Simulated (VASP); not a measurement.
# Zr3MoC (Pm-3m) in VASP: notebook, part 2 of 2

VASP 6.6.1.

## 4. Relaxation of cell and atoms, PBE

This run uses another cell than the first one, of 23.64 Å³/atom, 1.446 times its volume.

INCAR

```
SYSTEM = Zr3MoC
PREC = Accurate ; ENCUT = 600
EDIFF = 1E-7 ; ISMEAR = 0
SIGMA = 0.1 ; LREAL = .False.
LASPH = .True. ; NELM = 100
ALGO = Normal ; ISIF = 3
LWAVE = .False. ; LCHARG = .False.
GGA = PE ; IBRION = 2
NSW = 100 ; EDIFFG = -0.01
```

KPOINTS

```
regular mesh
0
Gamma
  8 8 8
  0 0 0
```

POSCAR

```
Zr3MoC
1.0
    4.9076674723      0.0000000000      0.0000000000
    0.0000000000      4.9076674723      0.0000000000
    0.0000000000      0.0000000000      4.9076674723
Zr Mo C
3 1 1
Direct
    0.5000000000      0.0000000000      0.0000000000
    0.0000000000      0.5000000000      0.0000000000
    0.0000000000      0.0000000000      0.5000000000
    0.0000000000      0.0000000000      0.0000000000
    0.5000000000      0.5000000000      0.5000000000
```

Potentials or basis: VASP PAW PBE potentials, release 64 (Zr_sv, Mo_sv, C).

Started as:

```
$ cat potpaw_PBE.64/Zr_sv/POTCAR potpaw_PBE.64/Mo_sv/POTCAR potpaw_PBE.64/C/POTCAR > POTCAR
$ mpirun -np 1 vasp_std > vasp.out
```

OUTCAR:

```text
SYSTEM = Zr3MoC
   PREC = Accurate
   ENCUT = 600
   EDIFF = 1E-7
   ISMEAR = 0
   LREAL = .False.
   LASPH = .True.
   NELM = 100
   ISIF = 3
   GGA = PE
   IBRION = 2
   NSW = 100
   EDIFFG = -0.01

 ion  position               nearest neighbor table
   1  0.500  0.000  0.000-   4 2.45   4 2.45   2 3.47   3 3.47   2 3.47   2 3.47   3 3.47   3 3.47
                             3 3.47   2 3.47
   2  0.000  0.500  0.000-   4 2.45   4 2.45   1 3.47   3 3.47   1 3.47   3 3.47   3 3.47   3 3.47
                             1 3.47   1 3.47
   3  0.000  0.000  0.500-   4 2.45   4 2.45   1 3.47   1 3.47   2 3.47   2 3.47   2 3.47   2 3.47
                             1 3.47   1 3.47
   4  0.000  0.000  0.000-   1 2.45   2 2.45   3 2.45   3 2.45   2 2.45   1 2.45
   5  0.500  0.500  0.500-

  LATTYP: Found a simple cubic cell.
 ALAT       =     4.9076674723

  Lattice vectors:

 A1 = (   4.9076674723,   0.0000000000,   0.0000000000)
 A2 = (   0.0000000000,   4.9076674723,   0.0000000000)
 A3 = (   0.0000000000,   0.0000000000,   4.9076674723)

Analysis of symmetry for initial positions (statically):
=====================================================================
 Subroutine PRICEL returns:
 Original cell was already a primitive cell.

 Routine SETGRP: Setting up the symmetry group for a
 simple cubic supercell.

 Subroutine GETGRP returns: Found 48 space group operations
 (whereof 48 operations were pure point group operations)
 out of a pool of 48 trial point group operations.

The static configuration has the point symmetry O_h .

Analysis of symmetry for dynamics (positions and initial velocities):
=====================================================================
 Subroutine PRICEL returns:
 Original cell was already a primitive cell.

[... 131 lines left out ...]
   IMIX   =      4    mixing-type and parameters
     AMIX     =   0.40;   BMIX     =  1.00
     AMIX_MAG =   1.60;   BMIX_MAG =  1.00
  volume/ion in A,a.u.               =      23.64       159.53
  Fermi-wavevector in a.u.,A,eV,Ry     =   1.260853  2.382666 21.629849  1.589749
  Thomas-Fermi vector in A             =   2.394341
   LORBIT       =      0    0 simple, 1 ext, 2 COOP (PROOUT), +10 PAW based schemes
   GGA     = PE    functional components
   LHFCALC =     F    Hartree Fock is set to
   AEXX    =    0.0000 exact exchange contribution
   IVDW    =     0    specifies the selected vdW correction
   LEPSILON=     F    determine dielectric tensor
   LRPA    =     F    only Hartree local field effects (RPA)
 conjugate gradient relaxation of ions
 non-spin polarized calculation
 Gauss-broadening in eV      SIGMA  =   0.10
  energy-cutoff  :      600.00
  volume of cell :      118.20
 maximum number of plane-waves:      3968
 NGX is ok and might be reduce to    40
   NGX = 19   NGY = 19   NGZ = 19

--------------------------------------- Ionic step        1  -------------------------------------------

 number of electron      53.9999998 magnetization

 Free energy of the ion-electron system (eV)
  ---------------------------------------------------
  ext. energy  EPLUGINS =         0.00000000
  ---------------------------------------------------
  free energy    TOTEN  =       -36.33815855 eV

  energy without entropy =      -36.29729663  energy(sigma->0) =      -36.31772759

------------------------ aborting loop because EDIFF is reached ----------------------------------------

  FORCE on cell =-STRESS in cart. coord.  units (eV):
  Direction    XX          YY          ZZ          XY          YZ          ZX
  --------------------------------------------------------------------------------------
  -------------------------------------------------------------------------------------
  Total        1.3651988      1.3651988      1.3651988      0.0000000      0.0000000      0.0000000
  in kB       18.5046600     18.5046600     18.5046600      0.0000000      0.0000000      0.0000000
  external PRESSURE =      18.5046600 kB  Pullay stress =       0.0000000 kB
[... 65 lines left out ...]
--------------------------------------- Ionic step        3  -------------------------------------------

 number of electron      54.0000001 magnetization

 Free energy of the ion-electron system (eV)
  ---------------------------------------------------
  ext. energy  EPLUGINS =         0.00000000
  ---------------------------------------------------
  free energy    TOTEN  =       -36.35423466 eV

  energy without entropy =      -36.31132579  energy(sigma->0) =      -36.33278022

 E-fermi :   6.2289     XC(G=0): -10.0765

 val. band max:        6.2230093620   @ k =   0.3750   0.2500   0.2500
 cond. band min:       6.2371762280   @ k =   0.1250   0.1250   0.0000
 fundamental gap:      0.0141668660
 Fermi energy:         6.2289088539

 k-point     1 :       0.0000    0.0000    0.0000
  band No.  band energies     occupation
      1     -53.6663      2.00000
      2     -42.9499      2.00000
      3     -42.9275      2.00000
      4     -42.9275      2.00000
      5     -28.2289      2.00000
      6     -28.2289      2.00000
[... 829 lines left out ...]
     31       7.5528      0.00000
     32       7.8643      0.00000

 [... further k-points ...]
[... 5 lines left out ...]
  --------------------------------------------------------------------------------------
  -------------------------------------------------------------------------------------
  Total       -0.0014358     -0.0014358     -0.0014358      0.0000000      0.0000000      0.0000000
  in kB       -0.0190037     -0.0190037     -0.0190037      0.0000000      0.0000000      0.0000000
  external PRESSURE =      -0.0190037 kB  Pullay stress =       0.0000000 kB
[... 20 lines left out ...]
  FREE ENERGIE OF THE ION-ELECTRON SYSTEM (eV)
  ---------------------------------------------------
  free  energy   TOTEN  =       -36.3542346618 eV

  energy  without entropy=      -36.3113257864  energy(sigma->0) =      -36.33278022

 reached required accuracy - stopping structural energy minimisation
```

Run time: 8 min. Hardware: 1 thread of Intel Xeon Platinum 8259CL at 2.50GHz (Skylake/Cascade Lake), shared host; peak memory 0.35 GiB.

Results:

```yaml
Free_energy: -36.3542 eV
Relaxed_volume: 24.21 Å³/atom
Relaxed_cell: a = 4.947 Å, b = 4.947 Å, c = 4.947 Å, α = 90.00°, β = 90.00°, γ = 90.00°
Space_group_after_relaxing_to_0.05_Å: Pm-3m (No. 221)
Energy_gained_by_relaxing: 3.2 meV/atom
Ionic_steps: 3
Pressure_after_relaxing: 0.0 GPa
Band_gap_on_the_k_mesh: zero (band 27 reaches 6.55 eV, above the bottom of band 28 at 5.74 eV)
```

Step by step:
```tsv
step	energy change (eV)	largest force (eV/Å)	pressure (GPa)	volume (Å³)
1	0.0000	0.0000	1.85	118.20
2	-0.0095	0.0000	-1.11	122.93
3	-0.0161	0.0000	0.00	121.05
```

Final structure:
```
Zr Mo C
1.0
     4.94674    0.00000    0.00000
     0.00000    4.94674    0.00000
     0.00000    0.00000    4.94674
Zr Mo C
3 1 1
Direct
  0.50000 0.00000 0.00000
  0.00000 0.50000 0.00000
  0.00000 0.00000 0.50000
  0.00000 0.00000 0.00000
  0.50000 0.50000 0.50000
```

## 5. The runs side by side

```tsv
task	cell	k mesh	cutoff (eV)	gap on the mesh (eV)	pressure (GPa)
single point	a = 4.340 Å, 5 atoms	4 × 4 × 4	520	none	64.5
single point	a = 4.943 Å, 5 atoms	8 × 8 × 8	520	none	0.2
relaxation of cell and atoms	relaxed from a = 4.908 Å, 5 atoms	8 × 8 × 8	600	none	0.0
```

Alike in all rows: level PBE; potentials or basis VASP PAW PBE potentials, release 64 (Zr_sv, Mo_sv, C); no spin polarisation; smearing gaussian 0.1 eV.

Caveats: some runs use coarse meshes.

Absolute energies hang on the potentials; compare differences alone.
